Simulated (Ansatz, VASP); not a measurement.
# Ca: VASP beside Ansatz

```
CELL_PARAMETERS angstrom
0.00000 2.79420 2.79420
3.00377 0.00000 2.79420
3.00377 2.79420 0.00000
ATOMIC_POSITIONS crystal
Ca 0.00000 0.00000 0.00000
```

Change from the starting cell: strain +0.0750 x Voigt [1, 0, 0, 0, 0, 0], atoms carried along.

Alike in both runs: task single point; functional PBE; k mesh 14 × 14 × 14; occupations gaussian, width 0.15 eV; no spin polarisation.

|  | VASP | Ansatz |
| --- | --- | --- |
| version | VASP 6.6.1 | Ansatz 0.2.0 |
| potentials or method | VASP PAW PBE potentials, release 64 (Ca_sv), cutoff 520 eV | scalar-relativistic, plane waves, PAW |
| valence electrons in the cell | 10 | 10 |

|  | VASP | Ansatz | Ansatz less VASP |
| --- | --- | --- | --- |
| gap on the k mesh at the Fermi level (eV) | none | none | - |
| pressure (GPa) | -1.5 | -1.5 | -0.01 |
| traceless stress, the component that is largest in VASP (GPa) | -0.48 | -0.48 | 0.000 |

A gap of «none» marks a metal or a gap that the smearing closes.
